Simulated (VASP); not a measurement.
# Na (Im-3m) in VASP: a series of runs

Na is run at these levels: PBEsol; tasks: single point.

All numbers are computed with VASP 6.6.1; they aren't measurements. Logs are shortened: lines on timing, memory, paths and dates and some standing lists are left out, and cuts for length are marked.

### 1 The cell of the first run

The structure is cubic, space group Im-3m (No. 229). Conventional cell: a = 4.282 Å, b = 4.282 Å, c = 4.282 Å, α = 90.00°, β = 90.00°, γ = 90.00°. Within 4.9 Å of Na (site symmetry m-3m) lie 14 Na at 3.71 to 4.28 Å.

### 2 Single point, PBEsol

Contents of INCAR:

```
PREC     = Accurate       # precision mode
ENCUT    = 520            # plane-wave cutoff, eV
EDIFF    = 1E-6           # SCF threshold, eV
ISMEAR   = 0              # smearing method
SIGMA    = 0.1            # smearing width, eV
LREAL    = F              # projectors in reciprocal space
LASPH    = T              # aspherical terms in the spheres
NELM     = 60             # most SCF steps
ALGO     = Normal         # electronic algorithm
ISIF     = 2              # what is computed and relaxed
LWAVE    = F              # write WAVECAR
LCHARG   = F              # write CHGCAR
GGA      = PS             # functional
NBANDS   = 10             # bands
```

Contents of KPOINTS:

```
regular mesh
0
Gamma
  6 6 6
```

Contents of POSCAR:

```
Na
1.0
   -2.1410000000      2.1410000000      2.1410000000
    2.1410000000     -2.1410000000      2.1410000000
    2.1410000000      2.1410000000     -2.1410000000
Na
1
Direct
    0.0000000000      0.0000000000      0.0000000000
```

Potentials or basis: VASP PAW PBE potentials, release 64 (Na_pv).

On the command line:

```
$ cat potpaw_PBE.64/Na_pv/POTCAR > POTCAR
$ mpirun -np 1 vasp_std > vasp.out
```

OUTCAR:

```text
PREC = Accurate
   ENCUT = 520
   EDIFF = 1E-6
   ISMEAR = 0
   LREAL = F
   LASPH = T
   NELM = 60
   ISIF = 2
   GGA = PS

 ion  position               nearest neighbor table
   1  0.000  0.000  0.000-

  LATTYP: Found a body centered cubic cell.
 ALAT       =     4.2820000000

  Lattice vectors:

 A1 = (  -2.1410000000,   2.1410000000,   2.1410000000)
 A2 = (   2.1410000000,  -2.1410000000,   2.1410000000)
 A3 = (   2.1410000000,   2.1410000000,  -2.1410000000)

Analysis of symmetry for initial positions (statically):
=====================================================================
 Subroutine PRICEL returns:
 Original cell was already a primitive cell.

 Routine SETGRP: Setting up the symmetry group for a
 body centered cubic supercell.

 Subroutine GETGRP returns: Found 48 space group operations
 (whereof 48 operations were pure point group operations)
 out of a pool of 48 trial point group operations.

The static configuration has the point symmetry O_h .

Analysis of symmetry for dynamics (positions and initial velocities):
=====================================================================
 Subroutine PRICEL returns:
 Original cell was already a primitive cell.

 Routine SETGRP: Setting up the symmetry group for a
 body centered cubic supercell.

 Subroutine GETGRP returns: Found 48 space group operations
 (whereof 48 operations were pure point group operations)
 out of a pool of 48 trial point group operations.

The dynamic configuration has the point symmetry O_h .

 Subroutine INISYM returns: Found 48 space group operations
 (whereof 48 operations are pure point group operations),
 and found     1 'primitive' translations

----------------------------------------------------------------------------------------

                                     Primitive cell

  volume of cell :      39.2564

  direct lattice vectors                    reciprocal lattice vectors
    -2.141000000  2.141000000  2.141000000     0.000000000  0.233535731  0.233535731
     2.141000000 -2.141000000  2.141000000     0.233535731  0.000000000  0.233535731
     2.141000000  2.141000000 -2.141000000     0.233535731  0.233535731  0.000000000

  length of vectors
     3.708320779  3.708320779  3.708320779     0.330269398  0.330269398  0.330269398

  position of ions in fractional coordinates (direct lattice)
     0.000000000  0.000000000  0.000000000

  ion indices of the primitive-cell ions
   primitive index   ion index
                 1           1

----------------------------------------------------------------------------------------

 KPOINTS: regular mesh

Automatic generation of k-mesh.
 Grid dimensions read from file:
 generate k-points for:    6    6    6

 Generating k-lattice:

  Cartesian coordinates                     Fractional coordinates (reciprocal lattice)
     0.000000000  0.038922622  0.038922622     0.166666667  0.000000000  0.000000000
     0.038922622  0.000000000  0.038922622     0.000000000  0.166666667  0.000000000
     0.038922622  0.038922622  0.000000000     0.000000000  0.000000000  0.166666667

  Length of vectors
     0.055044900  0.055044900  0.055044900

  Shift w.r.t. Gamma in fractional coordinates (k-lattice)
     0.000000000  0.000000000  0.000000000

 Subroutine IBZKPT returns following result:
 ===========================================

 Found     16 irreducible k-points:

 Following reciprocal coordinates:
            Coordinates               Weight
  0.000000  0.000000  0.000000      1.000000
  0.166667  0.000000  0.000000     12.000000
  0.333333  0.000000  0.000000     12.000000
  0.500000  0.000000  0.000000      6.000000
  0.166667  0.166667  0.000000     24.000000
  0.333333  0.166667  0.000000     48.000000
[... 8 lines left out ...]
  0.500000  0.500000  0.333333     12.000000
  0.500000  0.500000  0.500000      1.000000
   k-points           NKPTS =     16   k-points in BZ     NKDIM =     16   number of bands    NBANDS=     10
   number of dos      NEDOS =    301   number of ions     NIONS =      1
   total plane-waves  NPLWV =  21952
   dimension x,y,z NGX =    28 NGY =   28 NGZ =   28
   dimension x,y,z NGXF=    56 NGYF=   56 NGZF=   56
   ions per type =               1
   NGX,Y,Z   is equivalent  to a cutoff of  12.55, 12.55, 12.55 a.u.
   NGXF,Y,Z  is equivalent  to a cutoff of  25.11, 25.11, 25.11 a.u.
 SYSTEM =  unknown system
   PREC   = accura    normal or accurate (medium, high low for compatibility)
   ISTART =      0    job   : 0-new  1-cont  2-samecut
   ICHARG =      2    charge: 1-file 2-atom 10-const
   ISPIN  =      1    spin polarized calculation?
   LNONCOLLINEAR =      F non collinear calculations
   LSORBIT =      F    spin-orbit coupling
   LASPH  =      T    aspherical Exc in radial PAW
   ENCUT  =  520.0 eV  38.22 Ry    6.18 a.u.   6.90  6.90  6.90*2*pi/ulx,y,z
   NELM   =     60;   NELMIN=  2; NELMDL= -5     # of ELM steps
   EDIFF  = 0.1E-05   stopping-criterion for ELM
   LREAL  =      F    real-space projection
   EDIFFG = 0.1E-04   stopping-criterion for IOM
   NSW    =      0    number of steps for IOM
   IBRION =     -1    ionic relax: 0-MD 1-quasi-New 2-CG
   NFREE  =      0    steps in history (QN), initial steepest desc. (CG)
   ISIF   =      2    stress and relaxation
   ISYM   =      2    0-nonsym 1-usesym 2-fastsym
   POTIM  = 0.5000    time-step for ionic-motion
   TEBEG  =    0.0;   TEEND  =   0.0 temperature during run
   PSTRESS=    0.0 pullay stress
   NELECT =       7.0000    total number of electrons
   NUPDOWN=      -1.0000    fix difference up-down
   EMIN   =  10.00;   EMAX   =-10.00  energy-range for DOS
   EFERMI =   0.00;   METHOD = LEGACY
   ISMEAR =     0;   SIGMA  =   0.10  broadening in eV -4-tet -1-fermi 0-gaus
   EFERMI_NEDOS =   21; number of points for ismear=-14 and -15
   IALGO  =     38    algorithm
   IMIX   =      4    mixing-type and parameters
     AMIX     =   0.40;   BMIX     =  1.00
     AMIX_MAG =   1.60;   BMIX_MAG =  1.00
  volume/ion in A,a.u.               =      39.26       264.91
  Fermi-wavevector in a.u.,A,eV,Ry     =   0.921448  1.741284 11.552251  0.849066
  Thomas-Fermi vector in A             =   2.046866
   LORBIT       =      0    0 simple, 1 ext, 2 COOP (PROOUT), +10 PAW based schemes
   GGA     = PS    functional components
   LHFCALC =     F    Hartree Fock is set to
   AEXX    =    0.0000 exact exchange contribution
   IVDW    =     0    specifies the selected vdW correction
   LEPSILON=     F    determine dielectric tensor
   LRPA    =     F    only Hartree local field effects (RPA)
 non-spin polarized calculation
 Gauss-broadening in eV      SIGMA  =   0.10
  energy-cutoff  :      520.00
  volume of cell :       39.26
 maximum number of plane-waves:      1075
   NGX = 13   NGY = 13   NGZ = 13

 number of electron       7.0000011 magnetization

 Free energy of the ion-electron system (eV)
  ---------------------------------------------------
  ext. energy  EPLUGINS =         0.00000000
  ---------------------------------------------------
  free energy    TOTEN  =        -1.36515491 eV

  energy without entropy =       -1.35277154  energy(sigma->0) =       -1.35896322

 E-fermi :   0.1741     XC(G=0):  -6.3524

 val. band max:       -0.2579997571   @ k =   0.1667   0.1667   0.1667
 cond. band min:       0.1852210026   @ k =   0.3333   0.1667   0.0000
 fundamental gap:      0.4432207597
 Fermi energy:         0.1740974574

 k-point     1 :       0.0000    0.0000    0.0000
  band No.  band energies     occupation
      1     -24.6852      2.00000
      2     -24.6852      2.00000
      3     -24.6852      2.00000
      4      -3.0099      2.00000
      5      11.5136      0.00000
      6      11.5137      0.00000
      7      11.5137      0.00000
      8      12.4850      0.00000
      9      12.4850      0.00000
     10      13.0034      0.00000

 k-point     2 :       0.1667    0.0000    0.0000
  band No.  band energies     occupation
      1     -24.6925      2.00000
      2     -24.6877      2.00000
      3     -24.6851      2.00000
      4      -2.5413      2.00000
      5       7.9376      0.00000
      6       9.8818      0.00000
      7      10.3235      0.00000
      8      10.7051      0.00000
      9      11.5149      0.00000
     10      13.4366      0.00000

 k-point     3 :       0.3333    0.0000    0.0000
  band No.  band energies     occupation
      1     -24.7072      2.00000
      2     -24.6927      2.00000
      3     -24.6851      2.00000
      4      -1.1593      2.00000
      5       4.1561      0.00000
      6       8.5615      0.00000
      7       9.2763      0.00000
      8       9.4851      0.00000
      9      10.5322      0.00000
     10      14.5778      0.00000

 k-point     4 :       0.5000    0.0000    0.0000
  band No.  band energies     occupation
      1     -24.7144      2.00000
      2     -24.6952      2.00000
      3     -24.6850      2.00000
      4       0.8825      0.00000
      5       1.3137      0.00000
      6       8.1150      0.00000
      7       8.9216      0.00000
      8       9.0795      0.00000
      9      10.1207      0.00000
     10      15.7978      0.00000

 k-point     5 :       0.1667    0.1667    0.0000
  band No.  band energies     occupation
      1     -24.7025      2.00000
      2     -24.6907      2.00000
      3     -24.6868      2.00000
      4      -1.6161      2.00000
      5       5.9792      0.00000
      6       6.6242      0.00000
      7       9.0589      0.00000
      8      11.1540      0.00000
      9      11.9912      0.00000
     10      14.1603      0.00000

 k-point     6 :       0.3333    0.1667    0.0000
  band No.  band energies     occupation
      1     -24.7107      2.00000
      2     -24.6965      2.00000
      3     -24.6874      2.00000
      4       0.1852      0.87500
      5       2.8539      0.00000
      6       5.5121      0.00000
      7       8.2434      0.00000
      8      10.6917      0.00000
      9      12.9655      0.00000
     10      13.7240      0.00000
[... 79 lines left out ...]
 k-point    13 :      -0.3333    0.5000    0.1667
  band No.  band energies     occupation
      1     -24.7089      2.00000
      2     -24.7024      2.00000
      3     -24.6928      2.00000
      4       1.0614      0.00000
      5       3.4200      0.00000
      6       4.1385      0.00000
      7       8.5804      0.00000
      8       9.4575      0.00000
      9      11.3729      0.00000
     10      12.1169      0.00000

 k-point    14 :      -0.3333    0.3333    0.3333
  band No.  band energies     occupation
      1     -24.7044      2.00000
      2     -24.7010      2.00000
      3     -24.7010      2.00000
      4       0.6312      0.00000
      5       5.4776      0.00000
      6       5.6452      0.00000
      7       5.6452      0.00000
      8       7.2575      0.00000
      9      11.3972      0.00000
     10      15.1053      0.00000

 k-point    15 :       0.5000    0.5000    0.3333
  band No.  band energies     occupation
      1     -24.7085      2.00000
      2     -24.7037      2.00000
      3     -24.7012      2.00000
      4       2.5707      0.00000
      5       3.0522      0.00000
      6       5.2442      0.00000
      7       5.7968      0.00000
      8       7.7220      0.00000
      9       9.2222      0.00000
     10      15.1607      0.00000

 k-point    16 :       0.5000    0.5000    0.5000
  band No.  band energies     occupation
      1     -24.7066      2.00000
      2     -24.7066      2.00000
      3     -24.7066      2.00000
      4       4.5692      0.00000
      5       4.5692      0.00000
      6       4.8453      0.00000
      7       4.8453      0.00000
      8       4.8453      0.00000
      9       7.4458      0.00000
     10      18.9823      0.00000

------------------------ aborting loop because EDIFF is reached ----------------------------------------

  FORCE on cell =-STRESS in cart. coord.  units (eV):
  Direction    XX          YY          ZZ          XY          YZ          ZX
  --------------------------------------------------------------------------------------
  -------------------------------------------------------------------------------------
  Total       -0.1127632     -0.1127632     -0.1127632     -0.0000000      0.0000000     -0.0000000
  in kB       -4.6022266     -4.6022266     -4.6022266     -0.0000000      0.0000000     -0.0000000
  external PRESSURE =      -4.6022266 kB  Pullay stress =       0.0000000 kB

 VOLUME and BASIS-vectors are now :
 -----------------------------------------------------------------------------
  energy-cutoff  :      520.00
  volume of cell :       39.26
      direct lattice vectors                 reciprocal lattice vectors
    -2.141000000  2.141000000  2.141000000     0.000000000  0.233535731  0.233535731
     2.141000000 -2.141000000  2.141000000     0.233535731  0.000000000  0.233535731
     2.141000000  2.141000000 -2.141000000     0.233535731  0.233535731  0.000000000

 POSITION                                       TOTAL-FORCE (eV/Angst)
 -----------------------------------------------------------------------------------
      0.00000      0.00000      0.00000         0.000000      0.000000      0.000000
 -----------------------------------------------------------------------------------
    total drift:                               -0.000000     -0.000000     -0.000000

  FREE ENERGIE OF THE ION-ELECTRON SYSTEM (eV)
  ---------------------------------------------------
  free  energy   TOTEN  =        -1.3651549098 eV

  energy  without entropy=       -1.3527715388  energy(sigma->0) =       -1.35896322
```

Run time: 3 s. Hardware: 1 thread of Intel Xeon 6975P-C (Granite Rapids), shared host; peak memory 0.14 GiB.

What came out:

```
Free energy : -1.3652 eV
Pressure    : -0.5 GPa
```

Levels at points of the mesh, in eV from the Fermi level:
```
           k point  band 1  band 2  band 3  band 4  band 5  band 6
(0.00, 0.00, 0.00)  -24.86  -24.86  -24.86   -3.18   11.34   11.34
(0.50, 0.00, 0.00)  -24.89  -24.87  -24.86    0.71    1.14    7.94
(0.50, 0.50, 0.50)  -24.88  -24.88  -24.88    4.40    4.40    4.67
```

Caveat: the PAW data sets were made with another functional, which shifts forces and pressure a little.

### 3 Single point, PBEsol

This run uses another cell than the first one, of 36.23 Å³/atom, 0.923 times its volume.

Contents of INCAR:

```
PREC     = Accurate       # precision mode
ENCUT    = 520            # plane-wave cutoff, eV
EDIFF    = 1E-6           # SCF threshold, eV
ISMEAR   = 0              # smearing method
SIGMA    = 0.1            # smearing width, eV
LREAL    = False          # projectors in reciprocal space
LASPH    = True           # aspherical terms in the spheres
NELM     = 80             # most SCF steps
ALGO     = Normal         # electronic algorithm
ISIF     = 2              # what is computed and relaxed
LWAVE    = False          # write WAVECAR
LCHARG   = False          # write CHGCAR
GGA      = PS             # functional
NBANDS   = 10             # bands
```

Contents of KPOINTS:

```
regular mesh
0
Gamma
  14 14 14
```

Contents of POSCAR:

```
Na
1.0
   -2.0845819166      2.0845819166      2.0845819166
    2.0845819166     -2.0845819166      2.0845819166
    2.0845819166      2.0845819166     -2.0845819166
Na
1
Direct
    0.0000000000      0.0000000000      0.0000000000
```

Potentials or basis: VASP PAW PBE potentials, release 64 (Na_pv).

On the command line:

```
$ cat potpaw_PBE.64/Na_pv/POTCAR > POTCAR
$ mpirun -np 1 vasp_std > vasp.out
```

OUTCAR:

```text
PREC = Accurate
   ENCUT = 520
   EDIFF = 1E-6
   ISMEAR = 0
   LREAL = False
   LASPH = True
   NELM = 80
   ISIF = 2
   GGA = PS

 ion  position               nearest neighbor table
   1  0.000  0.000  0.000-

  LATTYP: Found a body centered cubic cell.
 ALAT       =     4.1691638332

  Lattice vectors:

 A1 = (  -2.0845819166,   2.0845819166,   2.0845819166)
 A2 = (   2.0845819166,  -2.0845819166,   2.0845819166)
 A3 = (   2.0845819166,   2.0845819166,  -2.0845819166)

Analysis of symmetry for initial positions (statically):
=====================================================================
 Subroutine PRICEL returns:
 Original cell was already a primitive cell.

 Routine SETGRP: Setting up the symmetry group for a
 body centered cubic supercell.

 Subroutine GETGRP returns: Found 48 space group operations
 (whereof 48 operations were pure point group operations)
 out of a pool of 48 trial point group operations.

The static configuration has the point symmetry O_h .

Analysis of symmetry for dynamics (positions and initial velocities):
=====================================================================
 Subroutine PRICEL returns:
[... 156 lines left out ...]

 val. band max:        0.3176154517   @ k =  -0.3571   0.4286   0.1429
 cond. band min:       0.3989492233   @ k =   0.3571   0.0714   0.0714
 fundamental gap:      0.0813337716
 Fermi energy:         0.3446179880

 k-point     1 :       0.0000    0.0000    0.0000
  band No.  band energies     occupation
      1     -24.3963      2.00000
      2     -24.3963      2.00000
      3     -24.3963      2.00000
      4      -2.9554      2.00000
      5      12.2519      0.00000
      6      12.2519      0.00000
      7      12.2519      0.00000
      8      13.2705      0.00000
      9      13.2705      0.00000
     10      13.8222      0.00000
[... 287 lines left out ...]
 k-point    24 :       0.3571    0.2857   -0.0000
  band No.  band energies     occupation
      1     -24.4261      2.00000
      2     -24.4201      2.00000
      3     -24.4011      2.00000
      4       2.0934      0.00000
      5       2.5235      0.00000
      6       3.8362      0.00000
      7       8.5099      0.00000
      8      12.7862      0.00000
      9      13.6922      0.00000
     10      14.8636      0.00000

 [... further k-points ...]
[... 5 lines left out ...]
  --------------------------------------------------------------------------------------
  -------------------------------------------------------------------------------------
  Total       -0.0026241     -0.0026241     -0.0026241     -0.0000000      0.0000000     -0.0000000
  in kB       -0.1160297     -0.1160297     -0.1160297     -0.0000000      0.0000000     -0.0000000
  external PRESSURE =      -0.1160297 kB  Pullay stress =       0.0000000 kB

 VOLUME and BASIS-vectors are now :
 -----------------------------------------------------------------------------
  energy-cutoff  :      520.00
  volume of cell :       36.23
      direct lattice vectors                 reciprocal lattice vectors
    -2.084581917  2.084581917  2.084581917     0.000000000  0.239856249  0.239856249
     2.084581917 -2.084581917  2.084581917     0.239856249  0.000000000  0.239856249
     2.084581917  2.084581917 -2.084581917     0.239856249  0.239856249  0.000000000

 POSITION                                       TOTAL-FORCE (eV/Angst)
 -----------------------------------------------------------------------------------
      0.00000      0.00000      0.00000         0.000000      0.000000      0.000000
 -----------------------------------------------------------------------------------
    total drift:                               -0.000000     -0.000000     -0.000000

  FREE ENERGIE OF THE ION-ELECTRON SYSTEM (eV)
  ---------------------------------------------------
  free  energy   TOTEN  =        -1.4004293618 eV

  energy  without entropy=       -1.3974151852  energy(sigma->0) =       -1.39892227
```

stdout:

```text
POSCAR found type information on POSCAR Na
 POSCAR found :  1 types and       1 ions
 scaLAPACK will be used
 -----------------------------------------------------------------------------
|                                                                             |
|                                                                             |
|     You enforced a specific xc type in the INCAR file but a different       |
|     I HOPE YOU KNOW WHAT YOU ARE DOING!                                     |
|                                                                             |
 -----------------------------------------------------------------------------

 LDA part: xc-table for (Slater+PW92), standard interpolation
 POSCAR, INCAR and KPOINTS ok, starting setup
 FFT: planning ... GRIDC
 FFT: planning ... GRID_SOFT
 FFT: planning ... GRID
 WAVECAR not read
 entering main loop
```

Wall time 11 s (1 thread of Intel Xeon 6975P-C (Granite Rapids), shared host); peak memory 0.15 GiB.

Results:

```
Free energy : -1.4004 eV
Pressure    : 0.0 GPa
```

Caveat: the PAW data sets were made with another functional, which shifts forces and pressure a little.
